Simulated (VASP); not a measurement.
# BN (P1) in VASP: further runs

BN is run at these levels: PBE; tasks: single point.

Program: VASP 6.6.1. These are calculated values, not measurements. Logs are shortened: lines on timing, memory, paths and dates and some standing lists are left out, and cuts for length are marked.

### Step 1. The cell of the first run

The typed cell holds 4 atoms: a = 2.563 Å, b = 2.563 Å, c = 4.439 Å, α = 73.22°, β = 73.22°, γ = 60.00°.

### Step 2. Single point, PBE (mode 4 frozen in at -0.034 Å and mode 5 at -0.068 Å (largest displacements))

INCAR

```
SYSTEM = BN
PREC = Accurate
ENCUT = 520
EDIFF = 1E-6
ISMEAR = 0
SIGMA = 0.05
LREAL = .False.
LASPH = .True.
NELM = 60
ALGO = Normal
ISIF = 2
LWAVE = .False.
LCHARG = .True.
GGA = PE
LELF = .True.
LVHAR = .True.
NBANDS = 16
```

KPOINTS

```
Automatic mesh
0
Gamma
  6 6 6
  0 0 0
```

POSCAR

```
BN
1.0
    0.0000000000     -1.8123937734     -1.8123937734
   -1.8123937734      0.0000000000     -1.8123937734
    1.8123937734      1.8123937734     -3.6247875468
B N
2 2
Direct
    0.0260447230      0.0051807967      0.0000000000
    0.4739552770      0.4948192033      0.5000000000
    0.4016532663      0.3803018476      0.8750000000
    0.8483467337      0.8696981524      0.3750000000
```

Potentials or basis: VASP PAW PBE potentials, release 64 (B, N).

Run with:

```
$ cat potpaw_PBE.64/B/POTCAR potpaw_PBE.64/N/POTCAR > POTCAR
$ mpirun -np 1 vasp_std > vasp.out
```

OUTCAR:

```text
SYSTEM = BN
   PREC = Accurate
   ENCUT = 520
   EDIFF = 1E-6
   ISMEAR = 0
   LREAL = .False.
   LASPH = .True.
   NELM = 60
   ISIF = 2
   GGA = PE

 ion  position               nearest neighbor table
   1  0.026  0.005  0.000-   3 1.57   3 1.57   3 1.57   4 1.58
   2  0.474  0.495  0.500-   4 1.57   4 1.57   4 1.57   3 1.58
   3  0.402  0.380  0.875-   1 1.57   1 1.57   1 1.57   2 1.58
   4  0.848  0.870  0.375-   2 1.57   2 1.57   2 1.57   1 1.58

  LATTYP: Found a trigonal (rhomboedric) cell.
 ALAT       =     4.4394399578
 COS(alpha) =     0.8333333333

  Lattice vectors:

 A1 = (   1.8123937734,   3.6247875468,  -1.8123937734)
 A2 = (   3.6247875468,   1.8123937734,  -1.8123937734)
 A3 = (   1.8123937734,   1.8123937734,  -3.6247875468)

Analysis of symmetry for initial positions (statically):
=====================================================================
 Subroutine PRICEL returns:
 Original cell was already a primitive cell.

 Routine SETGRP: Setting up the symmetry group for a
 trigonal (rhombohedral) supercell.

 Subroutine GETGRP returns: Found  1 space group operations
 (whereof  1 operations were pure point group operations)
 out of a pool of 12 trial point group operations.

The static configuration has the point symmetry C_1 .

Analysis of symmetry for dynamics (positions and initial velocities):
=====================================================================
 Subroutine PRICEL returns:
 Original cell was already a primitive cell.

 Routine SETGRP: Setting up the symmetry group for a
 trigonal (rhombohedral) supercell.

 Subroutine GETGRP returns: Found  1 space group operations
 (whereof  1 operations were pure point group operations)
 out of a pool of 12 trial point group operations.

The dynamic configuration has the point symmetry C_1 .

 Subroutine INISYM returns: Found  1 space group operations
 (whereof  1 operations are pure point group operations),
 and found     1 'primitive' translations

----------------------------------------------------------------------------------------

                                     Primitive cell

  volume of cell :      23.8132

  direct lattice vectors                    reciprocal lattice vectors
     0.000000000 -1.812393773 -1.812393773     0.137939119 -0.413817356 -0.137939119
[... 84 lines left out ...]
   ISPIN  =      1    spin polarized calculation?
   LNONCOLLINEAR =      F non collinear calculations
   LSORBIT =      F    spin-orbit coupling
   LASPH  =      T    aspherical Exc in radial PAW
   ENCUT  =  520.0 eV  38.22 Ry    6.18 a.u.   4.77  4.77  8.25*2*pi/ulx,y,z
   NELM   =     60;   NELMIN=  2; NELMDL= -5     # of ELM steps
   EDIFF  = 0.1E-05   stopping-criterion for ELM
   LREAL  =      F    real-space projection
   EDIFFG = 0.1E-04   stopping-criterion for IOM
   NSW    =      0    number of steps for IOM
   IBRION =     -1    ionic relax: 0-MD 1-quasi-New 2-CG
   NFREE  =      0    steps in history (QN), initial steepest desc. (CG)
   ISIF   =      2    stress and relaxation
   ISYM   =      2    0-nonsym 1-usesym 2-fastsym
   POTIM  = 0.5000    time-step for ionic-motion
   TEBEG  =    0.0;   TEEND  =   0.0 temperature during run
   PSTRESS=    0.0 pullay stress
   NELECT =      16.0000    total number of electrons
   NUPDOWN=      -1.0000    fix difference up-down
   EMIN   =  10.00;   EMAX   =-10.00  energy-range for DOS
   EFERMI =   0.00;   METHOD = LEGACY
   ISMEAR =     0;   SIGMA  =   0.05  broadening in eV -4-tet -1-fermi 0-gaus
   EFERMI_NEDOS =   21; number of points for ismear=-14 and -15
   IALGO  =     38    algorithm
   IMIX   =      4    mixing-type and parameters
     AMIX     =   0.40;   BMIX     =  1.00
     AMIX_MAG =   1.60;   BMIX_MAG =  1.00
  volume/ion in A,a.u.               =       5.95        40.17
  Fermi-wavevector in a.u.,A,eV,Ry     =   1.433867  2.709616 27.973240  2.055975
  Thomas-Fermi vector in A             =   2.553338
   LORBIT       =      0    0 simple, 1 ext, 2 COOP (PROOUT), +10 PAW based schemes
   GGA     = PE    functional components
   LHFCALC =     F    Hartree Fock is set to
   AEXX    =    0.0000 exact exchange contribution
   IVDW    =     0    specifies the selected vdW correction
   LEPSILON=     F    determine dielectric tensor
   LRPA    =     F    only Hartree local field effects (RPA)
 non-spin polarized calculation
 Gauss-broadening in eV      SIGMA  =   0.05
  energy-cutoff  :      520.00
  volume of cell :       23.81
 maximum number of plane-waves:       663
   NGX =  9   NGY =  9   NGZ = 17

 number of electron      16.0000002 magnetization

 Free energy of the ion-electron system (eV)
  ---------------------------------------------------
  ext. energy  EPLUGINS =         0.00000000
  ---------------------------------------------------
  free energy    TOTEN  =       -34.77777297 eV

  energy without entropy =      -34.77777297  energy(sigma->0) =      -34.77777297

 E-fermi :   7.6944     XC(G=0): -12.7885

 val. band max:        7.3815798235   @ k =   0.0000   0.0000   0.0000
 cond. band min:      11.7266138747   @ k =   0.5000   0.5000   0.0000
 fundamental gap:      4.3450340512
 Fermi energy:         7.6944447567

 k-point     1 :       0.0000    0.0000    0.0000
  band No.  band energies     occupation
      1     -12.8288      2.00000
      2      -8.6407      2.00000
      3      -3.2915      2.00000
      4       5.4077      2.00000
      5       5.4270      2.00000
      6       7.2376      2.00000
[... 433 lines left out ...]
      3      -1.6213      2.00000
      4      -0.1321      2.00000
      5       1.2765      2.00000
      6       1.9652      2.00000
[... 8 lines left out ...]
     15      22.6776      0.00000
     16      23.6009      0.00000

 [... further k-points ...]
[... 5 lines left out ...]
  --------------------------------------------------------------------------------------
  -------------------------------------------------------------------------------------
  Total        0.1926302     -0.0360304     -0.1394006      0.0253081     -0.0869130     -0.0446097
  in kB       12.9603694     -2.4241636     -9.3790202      1.7027573     -5.8476016     -3.0013912
  external PRESSURE =       0.3857285 kB  Pullay stress =       0.0000000 kB

 VOLUME and BASIS-vectors are now :
 -----------------------------------------------------------------------------
  energy-cutoff  :      520.00
  volume of cell :       23.81
      direct lattice vectors                 reciprocal lattice vectors
     0.000000000 -1.812393773 -1.812393773     0.137939119 -0.413817356 -0.137939119
    -1.812393773  0.000000000 -1.812393773    -0.413817356  0.137939119 -0.137939119
     1.812393773  1.812393773 -3.624787547     0.137939119  0.137939119 -0.137939119

 POSITION                                       TOTAL-FORCE (eV/Angst)
 -----------------------------------------------------------------------------------
     -0.00939     -0.04720     -0.05659         0.095301      0.433212      0.523570
      0.00939      0.04720     -3.56819        -0.077665     -0.433734     -0.514517
      0.89659      0.85789     -4.58890         0.107972      0.583024      0.691834
     -0.89659     -0.85789     -4.47307        -0.125607     -0.582502     -0.700887
 -----------------------------------------------------------------------------------
    total drift:                               -0.000060     -0.000067      0.000049

  FREE ENERGIE OF THE ION-ELECTRON SYSTEM (eV)
  ---------------------------------------------------
  free  energy   TOTEN  =       -34.7777729651 eV

  energy  without entropy=      -34.7777729651  energy(sigma->0) =      -34.77777297
```

stdout:

```text
POSCAR found type information on POSCAR B N
 POSCAR found :  2 types and       4 ions
 scaLAPACK will be used
 LDA part: xc-table for (Slater+PW92), standard interpolation
 POSCAR, INCAR and KPOINTS ok, starting setup
 FFT: planning ... GRIDC
 FFT: planning ... GRID_SOFT
 FFT: planning ... GRID
 WAVECAR not read
 entering main loop
```

Wall time 79 s (1 thread of AMD EPYC, shared host); peak memory 0.12 GiB.

Results:

| Quantity | Value |
| --- | --- |
| Free energy | -34.7778 eV |
| Pressure | 0.0 GPa |
| Largest force | 0.920 eV/Å |
| Band gap on the k mesh | 4.34 eV, indirect (least direct gap 6.29 eV) |

Forces in eV/Å, atoms in the order of the input:
```
B    0.095  0.433  0.524
B   -0.078 -0.434 -0.515
N    0.108  0.583  0.692
N   -0.126 -0.583 -0.701
```

Levels at points of the mesh, in eV from the valence-band top:
```tsv
k point	band 5	band 6	band 7	band 8	band 9	band 10	band 11	band 12
(0.00, 0.00, 0.00)	-1.95	-0.14	-0.10	0.00	8.54	8.68	8.74	9.90
(0.50, 0.00, 0.00)	-5.35	-4.93	-3.68	-3.66	7.27	7.51	12.06	13.33
(0.00, 0.50, 0.00)	-5.24	-5.16	-3.64	-3.63	7.39	7.43	12.43	12.69
(0.50, 0.50, 0.50)	-5.36	-4.86	-3.70	-3.67	7.23	7.52	12.01	13.41
(0.50, 0.50, 0.00)	-4.93	-4.89	-2.02	-1.94	4.34	8.93	9.90	10.57
(0.00, 0.50, 0.50)	-4.94	-4.87	-2.09	-1.91	4.39	9.20	9.82	10.53
(0.50, 0.00, 0.50)	-4.92	-4.90	-2.04	-1.93	4.36	9.01	9.87	10.53
(0.00, 0.00, 0.50)	-1.32	-1.32	-1.04	-1.04	9.05	9.13	9.93	10.15
```

Caveat: the k points lie up to 0.48 Å⁻¹ apart; the cell differs from its parent crystal (mode 4 frozen in at -0.034 Å and mode 5 at -0.068 Å (largest displacements)).

### Step 3. Single point, PBE (mode 4 frozen in at -0.068 Å and mode 5 at -0.034 Å (largest displacements))

INCAR

```
ALGO = Normal
EDIFF = 1E-7
ENCUT = 520
GGA = PE
ISIF = 2
ISMEAR = 0
LASPH = T
LCHARG = F
LREAL = F
LWAVE = F
NBANDS = 16
NELM = 60
PREC = Accurate
SIGMA = 0.05
```

KPOINTS

```
k-points
0
Gamma
  6 6 6
```

POSCAR

```
BN
1.0
    0.0000000000     -1.8123937734     -1.8123937734
   -1.8123937734      0.0000000000     -1.8123937734
    1.8123937734      1.8123937734     -3.6247875468
B N
2 2
Direct
    0.0082242605      0.0239836313      0.0000000000
    0.4917757395      0.4760163687      0.5000000000
    0.3834164230      0.3995440166      0.8750000000
    0.8665835770      0.8504559834      0.3750000000
```

Potentials or basis: VASP PAW PBE potentials, release 64 (B, N).

Run with:

```
$ cat potpaw_PBE.64/B/POTCAR potpaw_PBE.64/N/POTCAR > POTCAR
$ mpirun -np 1 vasp_std > vasp.out
```

It took 78 s on 1 thread of AMD EPYC, shared host; peak memory 0.12 GiB.

The run converged. Its results:

```yaml
Free_energy: -34.7778 eV
Pressure: 0.0 GPa
Largest_force: 0.922 eV/Å
Band_gap_on_the_k_mesh: 4.34 eV, indirect (least direct gap 6.29 eV)
```

Forces on the atoms (eV/Å):
```
B    0.401  0.145  0.541
B   -0.398 -0.129 -0.530
N    0.536  0.177  0.712
N   -0.539 -0.194 -0.723
```

Stress tensor (GPa, compression positive):
```
 0.00  0.14 -0.57
 0.14  1.19 -0.35
-0.57 -0.35 -1.09
```

Levels at points of the mesh, in eV from the valence-band top:
```
           k point  band 5  band 6  band 7  band 8  band 9  band 10  band 11  band 12
(0.00, 0.00, 0.00)   -1.95   -0.14   -0.09    0.00    8.54     8.68     8.74     9.90
(0.50, 0.00, 0.00)   -5.26   -5.13   -3.64   -3.63    7.38     7.45    12.36    12.78
(0.00, 0.50, 0.00)   -5.34   -4.96   -3.68   -3.65    7.29     7.50    12.09    13.28
(0.50, 0.50, 0.50)   -5.36   -4.84   -3.71   -3.67    7.23     7.53    12.01    13.41
(0.50, 0.50, 0.00)   -4.93   -4.89   -2.01   -1.95    4.34     8.92     9.90    10.59
(0.00, 0.50, 0.50)   -4.92   -4.90   -2.05   -1.93    4.36     9.04     9.87    10.52
(0.50, 0.00, 0.50)   -4.94   -4.88   -2.09   -1.91    4.39     9.19     9.83    10.52
(0.00, 0.00, 0.50)   -1.32   -1.32   -1.04   -1.04    9.03     9.16     9.88    10.21
```

Caveat: the k points lie up to 0.48 Å⁻¹ apart; the cell differs from its parent crystal (mode 4 frozen in at -0.068 Å and mode 5 at -0.034 Å (largest displacements)).

### Step 4. Single point, PBE (mode 4 frozen in at -0.068 Å and mode 5 at +0.000 Å (largest displacements))

INCAR

```
SYSTEM = BN
PREC = Accurate
ENCUT = 520
EDIFF = 1E-7
ISMEAR = 0
SIGMA = 0.05
LREAL = .FALSE.
LASPH = .TRUE.
NELM = 100
ALGO = Normal
ISIF = 2
LWAVE = .FALSE.
LCHARG = .FALSE.
GGA = PE
NBANDS = 16
```

KPOINTS

```
Automatic mesh
0
G
  6 6 6
  0 0 0
```

POSCAR

```
BN
1.0
    0.0000000000     -1.8123937734     -1.8123937734
   -1.8123937734      0.0000000000     -1.8123937734
    1.8123937734      1.8123937734     -3.6247875468
B N
2 2
Direct
   -0.0063974680      0.0285243107      0.0000000000
    0.5063974680      0.4714756893      0.5000000000
    0.3684530531      0.4041907904      0.8750000000
    0.8815469469      0.8458092096      0.3750000000
```

Run with:

```
$ cat potpaw_PBE.64/B/POTCAR potpaw_PBE.64/N/POTCAR > POTCAR
$ mpirun -np 1 vasp_std > vasp.out
```

Wall time 80 s (1 thread of AMD EPYC, shared host); peak memory 0.12 GiB.

The run converged. Its results:

* Free energy: -34.8018 eV
* Pressure: 0.1 GPa
* Largest force: 0.823 eV/Å
* Band gap on the k mesh: 4.36 eV

Forces in eV/Å, atoms in the order of the input:
```
B    0.471 -0.100  0.369
B   -0.479  0.113 -0.369
N    0.640 -0.150  0.495
N   -0.631  0.137 -0.495
```

Stress tensor (GPa, compression positive):
```
-0.79  0.25 -0.45
 0.25  1.03 -0.11
-0.45 -0.11 -0.03
```

Levels at points of the mesh, in eV from the valence-band top:
| k point | band 6 | band 7 | band 8 | band 9 | band 10 | band 11 |
| --- | --- | --- | --- | --- | --- | --- |
| (0.00, 0.00, 0.00) | -0.12 | -0.08 | 0.00 | 8.58 | 8.70 | 8.75 |
| (0.50, 0.00, 0.00) | -5.13 | -3.64 | -3.63 | 7.41 | 7.46 | 12.48 |
| (0.00, 0.50, 0.00) | -4.88 | -3.69 | -3.66 | 7.27 | 7.54 | 12.13 |
| (0.50, 0.50, 0.50) | -4.96 | -3.67 | -3.65 | 7.32 | 7.52 | 12.20 |
| (0.50, 0.50, 0.00) | -4.89 | -2.02 | -1.93 | 4.38 | 9.06 | 9.90 |
| (0.00, 0.50, 0.50) | -4.89 | -2.00 | -1.94 | 4.36 | 8.97 | 9.93 |
| (0.50, 0.00, 0.50) | -4.87 | -2.06 | -1.92 | 4.40 | 9.19 | 9.87 |
| (0.00, 0.00, 0.50) | -1.30 | -1.04 | -1.04 | 9.12 | 9.22 | 9.94 |

Caveat: the k points lie up to 0.48 Å⁻¹ apart; the cell differs from its parent crystal (mode 4 frozen in at -0.068 Å and mode 5 at +0.000 Å (largest displacements)).

### Step 5. Single point, PBE (mode 4 frozen in at -0.051 Å and mode 5 at +0.068 Å (largest displacements))

INCAR

```
PREC     = Accurate       # precision mode
ENCUT    = 520            # plane-wave cutoff, eV
EDIFF    = 1E-7           # SCF threshold, eV
ISMEAR   = 0              # smearing method
SIGMA    = 0.05           # smearing width, eV
LREAL    = False          # projectors in reciprocal space
LASPH    = True           # aspherical terms in the spheres
NELM     = 80             # most SCF steps
ALGO     = Normal         # electronic algorithm
ISIF     = 2              # what is computed and relaxed
LWAVE    = False          # write WAVECAR
LCHARG   = False          # write CHGCAR
GGA      = PE             # functional
NBANDS   = 16             # bands
```

KPOINTS

```
Automatic mesh
0
Gamma
  6 6 6
```

POSCAR

```
BN
1.0
    0.0000000000     -1.8123937734     -1.8123937734
   -1.8123937734      0.0000000000     -1.8123937734
    1.8123937734      1.8123937734     -3.6247875468
B N
2 2
Direct
   -0.0340415580      0.0304745917      0.0000000000
    0.5340415580      0.4695254083      0.5000000000
    0.3401630500      0.4061866403      0.8750000000
    0.9098369500      0.8438133597      0.3750000000
```

Run with:

```
$ cat potpaw_PBE.64/B/POTCAR potpaw_PBE.64/N/POTCAR > POTCAR
$ mpirun -np 1 vasp_std > vasp.out
```

It took 81 s on 1 thread of AMD EPYC 7R13, shared host; peak memory 0.12 GiB.

The run converged. Its results:

| Property | Result |
| --- | --- |
| Free energy | -34.7477 eV |
| Pressure | 0.0 GPa |
| Largest force | 1.028 eV/Å |
| Band gap on the k mesh | 4.32 eV, indirect (least direct gap 6.27 eV) |

Forces on the atoms (eV/Å):
```
B    0.505 -0.569 -0.071
B   -0.507  0.560  0.048
N    0.684 -0.756 -0.069
N   -0.681  0.765  0.092
```

Stress tensor (GPa, compression positive):
```
-0.55  0.75 -0.25
 0.75 -1.09 -0.36
-0.25 -0.36  1.61
```

Levels at points of the mesh, in eV from the valence-band top:
| k point | band 5 | band 6 | band 7 | band 8 | band 9 | band 10 | band 11 | band 12 |
| --- | --- | --- | --- | --- | --- | --- | --- | --- |
| (0.00, 0.00, 0.00) | -1.96 | -0.18 | -0.12 | 0.00 | 8.48 | 8.65 | 8.73 | 9.83 |
| (0.50, 0.00, 0.00) | -5.39 | -4.84 | -3.72 | -3.68 | 7.19 | 7.50 | 11.88 | 13.36 |
| (0.00, 0.50, 0.00) | -5.38 | -4.90 | -3.70 | -3.67 | 7.22 | 7.49 | 11.91 | 13.34 |
| (0.50, 0.50, 0.50) | -5.25 | -5.19 | -3.64 | -3.64 | 7.37 | 7.40 | 12.37 | 12.55 |
| (0.50, 0.50, 0.00) | -4.96 | -4.88 | -2.14 | -1.91 | 4.37 | 9.21 | 9.77 | 10.52 |
| (0.00, 0.50, 0.50) | -4.93 | -4.91 | -2.06 | -1.94 | 4.33 | 8.95 | 9.84 | 10.50 |
| (0.50, 0.00, 0.50) | -4.94 | -4.90 | -2.04 | -1.95 | 4.32 | 8.89 | 9.86 | 10.54 |
| (0.00, 0.00, 0.50) | -1.36 | -1.36 | -1.04 | -1.04 | 8.97 | 9.03 | 9.93 | 10.09 |

Caveat: the k points lie up to 0.48 Å⁻¹ apart; the cell differs from its parent crystal (mode 4 frozen in at -0.051 Å and mode 5 at +0.068 Å (largest displacements)); forces of over 1 eV/Å act on the atoms, so gaps and moduli don't describe the material at rest. A k mesh can miss the band edges.

(Continued in part 2 of 2.)
